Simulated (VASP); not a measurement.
# GaN (P6_3mc) in VASP: further runs

The runs below take GaN through elastic constants, with PBEsol.

All numbers are computed with VASP 6.6.1; they aren't measurements. Logs are shortened: lines on timing, memory, paths and dates and some standing lists are left out, and cuts for length are marked.

## Step 1: The cell of the first run

It takes space group P6_3mc (No. 186, hexagonal). The conventional cell has a = 3.111 Å, b = 3.111 Å, c = 5.069 Å, α = 90.00°, β = 90.00°, γ = 120.00°. Within 2.5 Å of Ga (site symmetry 3m) lie 4 N at 1.90 to 1.91 Å. N (site symmetry 3m) has 4 Ga at 1.90 to 1.91 Å within 2.5 Å.

## Step 2: Elastic constants, PBEsol

The input, INCAR:

```
SYSTEM = GaN
  ALGO = Normal
  EDIFF = 1E-8
  ENCUT = 600
  GGA = PS
  IBRION = 6
  ISIF = 3
  ISMEAR = 0
  LASPH = .True.
  LCHARG = .True.
  LREAL = .False.
  LWAVE = .False.
  NELM = 80
  NFREE = 2
  NSW = 1
  POTIM = 0.015
  PREC = Accurate
  SIGMA = 0.01
```

The input, KPOINTS:

```
k-points
0
Gamma
  8 8 4
  0 0 0
```

The input, POSCAR:

```
GaN
1.0
    3.1105086848      0.0000000000      0.0000000000
   -1.5552543424      2.6937795397      0.0000000000
    0.0000000000      0.0000000000      5.0691666878
Ga N
2 2
Direct
    0.3333333333      0.6666666667     -0.0006770069
    0.6666666667      0.3333333333      0.4993229931
    0.3333333333      0.6666666667      0.3756770069
    0.6666666667      0.3333333333      0.8756770069
```

Potentials or basis: VASP PAW PBE potentials, release 64 (Ga_d, N).

The run is started by

```console
$ cat potpaw_PBE.64/Ga_d/POTCAR potpaw_PBE.64/N/POTCAR > POTCAR
$ mpirun -np 1 vasp_std > vasp.out
```

OUTCAR:

```text
SYSTEM = GaN
   EDIFF = 1E-8
   ENCUT = 600
   GGA = PS
   IBRION = 6
   ISIF = 3
   ISMEAR = 0
   LASPH = .True.
   LREAL = .False.
   NELM = 80
   NFREE = 2
   NSW = 1
   POTIM = 0.015
   PREC = Accurate

 ion  position               nearest neighbor table
   1  0.333  0.667  0.999-   4 1.90   4 1.90   4 1.90   3 1.91
   2  0.667  0.333  0.499-   3 1.90   3 1.90   3 1.90   4 1.91
   3  0.333  0.667  0.376-   2 1.90   2 1.90   2 1.90   1 1.91
   4  0.667  0.333  0.876-   1 1.90   1 1.90   1 1.90   2 1.91

  LATTYP: Found a hexagonal cell.
 ALAT       =     3.1105086848
 C/A-ratio  =     1.6296905752

  Lattice vectors:

 A1 = (   3.1105086848,   0.0000000000,   0.0000000000)
 A2 = (  -1.5552543424,   2.6937795397,   0.0000000000)
 A3 = (   0.0000000000,   0.0000000000,   5.0691666878)

Analysis of symmetry for initial positions (statically):
=====================================================================
 Subroutine PRICEL returns:
 Original cell was already a primitive cell.

 Routine SETGRP: Setting up the symmetry group for a
 hexagonal supercell.

 Subroutine GETGRP returns: Found 12 space group operations
 (whereof  6 operations were pure point group operations)
 out of a pool of 24 trial point group operations.

The static configuration has the point symmetry C_3v.
 The point group associated with its full space group is C_6v.

Analysis of symmetry for dynamics (positions and initial velocities):
=====================================================================
 Subroutine PRICEL returns:
 Original cell was already a primitive cell.

 Routine SETGRP: Setting up the symmetry group for a
 hexagonal supercell.

 Subroutine GETGRP returns: Found 12 space group operations
[... 372 lines left out ...]
      4      -7.4525      2.00000
      5      -7.4525      2.00000
      6      -7.3728      2.00000
[... 589 lines left out ...]
     21      14.2011      0.00000
     22      14.3110      0.00000

 [... further k-points ...]

------------------------ aborting loop because EDIFF is reached ----------------------------------------

  FORCE on cell =-STRESS in cart. coord.  units (eV):
  Direction    XX          YY          ZZ          XY          YZ          ZX
  --------------------------------------------------------------------------------------
  -------------------------------------------------------------------------------------
  Total        3.7332635      3.7332635      4.0903890      0.0000000      0.0000000      0.0000000
  in kB      140.8215701    140.8215701    154.2926190      0.0000000      0.0000000      0.0000000
  external PRESSURE =     145.3119197 kB  Pullay stress =       0.0000000 kB
[... 19 lines left out ...]
  FREE ENERGIE OF THE ION-ELECTRON SYSTEM (eV)
  ---------------------------------------------------
  free  energy   TOTEN  =       -26.1396830172 eV

  energy  without entropy=      -26.1396830172  energy(sigma->0) =      -26.13968302

 INTERNAL STRAIN TENSORS FROM STRAINED CELLS
 ============================================

 INTERNAL STRAIN TENSOR FOR ION    1 for displacements in x,y,z  (eV/Angst):
          X           Y           Z          XY          YZ          ZX
  --------------------------------------------------------------------------------
  x     0.00000     0.00000    -0.00000   -11.34399     0.00000    -7.66104
  y   -11.37387    11.39688     0.00000    -0.00010    -7.65717    -0.00009
  z    -7.53259    -7.53816    14.45349    -0.00021    -0.00332     0.00000

 INTERNAL STRAIN TENSORS FROM DISPLACED ATOMS
 ============================================

 INTERNAL STRAIN TENSOR FOR ION    1 for displacements in x,y,z  (eV/Angst):
          X           Y           Z          XY          YZ          ZX
  --------------------------------------------------------------------------------
  x    -0.00000    -0.00000     0.00000   -11.34608     0.00000    -7.67199
  y   -11.34608    11.34608     0.00000     0.00000    -7.67195    -0.00000
  z    -7.49940    -7.49940    14.38688     0.00000     0.00000     0.00000

 INTERNAL STRAIN TENSOR FOR ION    4 for displacements in x,y,z  (eV/Angst):
          X           Y           Z          XY          YZ          ZX
  --------------------------------------------------------------------------------
  x     0.00000     0.00000     0.00000    12.68013     0.00000     7.66175
  y    12.68013   -12.68013     0.00000     0.00000     7.66171    -0.00000
  z     7.52695     7.52695   -14.38314     0.00000     0.00000     0.00000

 Eigenvectors and eigenvalues of the dynamical matrix
 ----------------------------------------------------

   1 f  =   22.169349 THz   139.294126 2PiTHz  739.489874 cm-1    91.685018 meV
             X         Y         Z           dx          dy          dz
     -0.000000  1.795853  5.065735    -0.000000    0.000000    0.062859
      1.555254  0.897927  2.531151     0.000000   -0.000000   -0.062859
     -0.000000  1.795853  1.904369    -0.000000    0.000000   -0.704307
      1.555254  0.897927  4.438953     0.000000   -0.000000    0.704307
[... 71 lines left out ...]
  12 f/i=    0.003767 THz     0.023669 2PiTHz    0.125653 cm-1     0.015579 meV
             X         Y         Z           dx          dy          dz
     -0.000000  1.795853  5.065735     0.000000    0.000000   -0.645217
      1.555254  0.897927  2.531151     0.000000    0.000000   -0.645217
     -0.000000  1.795853  1.904369     0.000000    0.000000   -0.289301
      1.555254  0.897927  4.438953     0.000000    0.000000   -0.289301

--------------------------------------------------------------------------------------------------------

 ELASTIC MODULI CONTR FROM IONIC RELAXATION (kBar)
 Direction    XX          YY          ZZ          XY          YZ          ZX
 --------------------------------------------------------------------------------
 XX       -1031.8284    435.4688    570.9067     -0.0000     -0.0000      0.0000
 YY         435.4688  -1031.8284    570.9067      0.0000      0.0000     -0.0000
 ZZ         570.9067    570.9067  -1093.0805      0.0000     -0.0000      0.0000
 XY          -0.0000      0.0000      0.0000   -733.6486      0.0000     -0.0000
 YZ          -0.0000      0.0000     -0.0000      0.0000   -289.7136     -0.0000
 ZX           0.0000     -0.0000      0.0000      0.0000     -0.0000   -289.7165
 --------------------------------------------------------------------------------

 TOTAL ELASTIC MODULI (kBar)
 Direction    XX          YY          ZZ          XY          YZ          ZX
 --------------------------------------------------------------------------------
 XX        3923.3765   1762.7256   1344.8128     -0.0000     -0.0000      0.0000
 YY        1762.7256   3923.3765   1344.8128      0.0000      0.0000     -0.0000
 ZZ        1344.8128   1344.8128   4424.2285      0.0000     -0.0000      0.0000
 XY          -0.0000      0.0000      0.0000   1080.3255      0.0000     -0.0000
 YZ          -0.0000      0.0000     -0.0000      0.0000    907.4847     -0.0000
 ZX           0.0000     -0.0000      0.0000      0.0000     -0.0000    907.4824
 --------------------------------------------------------------------------------
```

OSZICAR:

```text
N       E                     dE             d eps       ncg     rms          rms(c)
DAV:   1     0.292203496903E+03    0.29220E+03   -0.20000E+04  1390   0.338E+03
DAV:   2     0.733100119869E+01   -0.28487E+03   -0.27572E+03  1456   0.571E+02
[... 271 lines left out ...]
DAV:   4    -0.261396814458E+02    0.22245E-04   -0.76781E-04  1950   0.249E-01    0.182E-02
DAV:   5    -0.261396832415E+02   -0.17957E-05   -0.57875E-05  1764   0.114E-01    0.123E-02
DAV:   6    -0.261396831392E+02    0.10227E-06   -0.78955E-06  1960   0.307E-02    0.560E-03
DAV:   7    -0.261396830109E+02    0.12828E-06   -0.10884E-06  2176   0.259E-02    0.987E-04
DAV:   8    -0.261396830187E+02   -0.78408E-08   -0.32479E-07  2380   0.127E-02    0.319E-04
DAV:   9    -0.261396830172E+02    0.15161E-08   -0.36810E-08  1604   0.201E-03
  21 F= -.26139683E+02 E0= -.26139683E+02  d E =-.131222E-16
```

stdout:

```text
POSCAR found type information on POSCAR GaN
 POSCAR found :  2 types and       4 ions
 scaLAPACK will be used
 -----------------------------------------------------------------------------
|                                                                             |
|                                                                             |
|     You enforced a specific xc type in the INCAR file but a different       |
|     I HOPE YOU KNOW WHAT YOU ARE DOING!                                     |
[... 40 lines left out ...]
 Finite differences progress:
 bond charge predicted
 Finite differences progress:
 bond charge predicted
 Finite differences progress:
 bond charge predicted
 Finite differences progress:
 bond charge predicted
 Finite differences progress:
 bond charge predicted
 Finite differences progress:
 bond charge predicted
 Finite differences progress:
```

Wall time 36 min (1 thread of Oxide Virtual Turin-like, shared host); peak memory 0.33 GiB.

What came out:

```yaml
Voigt_bulk_modulus: 235 GPa
Highest_phonon_frequency_at_Γ_LO-TO_splitting_left_out: 739 cm⁻¹
```

Phonon frequencies in cm⁻¹ (negative: imaginary):
| q point | frequencies |
| --- | --- |
| (0.000, 0.000, 0.000) | 0 0 0 132 132 351 577 597 597 611 611 739 |

Elastic tensor in Voigt notation (GPa, in the Cartesian axes of the cell as first typed):
```
392 176 134   0   0   0
176 392 134   0   0   0
134 134 442   0   0   0
  0   0   0  91   0   0
  0   0   0   0  91   0
  0   0   0   0   0 108
```

Clamped-ion elastic tensor (GPa):
```
496 133  77   0   0   0
133 496  77   0   0   0
 77  77 552   0   0   0
  0   0   0 120   0   0
  0   0   0   0 120   0
  0   0   0   0   0 181
```

Caveat: the cell is under stress, which shifts elastic constants; the PAW data sets were made with another functional, which shifts forces and pressure a little.

## Step 3: Elastic constants, PBEsol

This run uses another cell than the first one, of 10.84 Å³/atom.

The input, INCAR:

```
SYSTEM = GaN
ALGO     = Normal         ! electronic algorithm
EDIFF    = 1E-8           ! SCF threshold, eV
ENCUT    = 600            ! plane-wave cutoff, eV
GGA      = PS             ! functional
IBRION   = 6              ! ionic algorithm
ISIF     = 3              ! what is computed and relaxed
ISMEAR   = 0              ! smearing method
LASPH    = .TRUE.         ! aspherical terms in the spheres
LCHARG   = .FALSE.        ! write CHGCAR
LREAL    = .FALSE.        ! projectors in reciprocal space
LWAVE    = .FALSE.        ! write WAVECAR
NBANDS   = 26             ! bands
NELM     = 60             ! most SCF steps
NFREE    = 2            
NSW      = 1              ! ionic steps
POTIM    = 0.015          ! step
PREC     = Accurate       ! precision mode
SIGMA    = 0.01           ! smearing width, eV
```

The input, KPOINTS:

```
k-points
0
G
  8 8 4
  0 0 0
```

The input, POSCAR:

```
GaN
1.0
    3.1321802232      0.0000000000      0.0000000000
   -1.5660901116      2.7125476425      0.0000000000
    0.0000000000      0.0000000000      5.1039001796
Ga N
2 2
Direct
    0.3333333333      0.6666666667     -0.0007207685
    0.6666666667      0.3333333333      0.4992792315
    0.3333333333      0.6666666667      0.3757207685
    0.6666666667      0.3333333333      0.8757207685
```

Potentials or basis: VASP PAW PBE potentials, release 64 (Ga_d, N).

The run is started by

```console
$ cat potpaw_PBE.64/Ga_d/POTCAR potpaw_PBE.64/N/POTCAR > POTCAR
$ mpirun -np 1 vasp_std > vasp.out
```

Wall time 44 min (1 thread of Oxide Virtual Turin-like, shared host); peak memory 0.35 GiB.

The run converged. Its results:

- Voigt bulk modulus: 220 GPa
- Highest phonon frequency at Γ, LO-TO splitting left out: 720 cm⁻¹

Phonon frequencies in cm⁻¹ (negative: imaginary):
| q point | frequencies |
| --- | --- |
| (0.000, 0.000, 0.000) | 0 0 0 134 134 344 559 580 580 592 592 720 |

Elastic tensor in Voigt notation (GPa, in the Cartesian axes of the cell as first typed):
```
377 160 120   0   0   0
160 377 120   0   0   0
120 120 425   0   0   0
  0   0   0  91   0   0
  0   0   0   0  91   0
  0   0   0   0   0 109
```

Clamped-ion elastic tensor (GPa):
```
466 122  72   0   0   0
122 466  72   0   0   0
 72  72 516   0   0   0
  0   0   0 116   0   0
  0   0   0   0 116   0
  0   0   0   0   0 172
```

Caveat: the cell is under stress, which shifts elastic constants; the PAW data sets were made with another functional, which shifts forces and pressure a little.
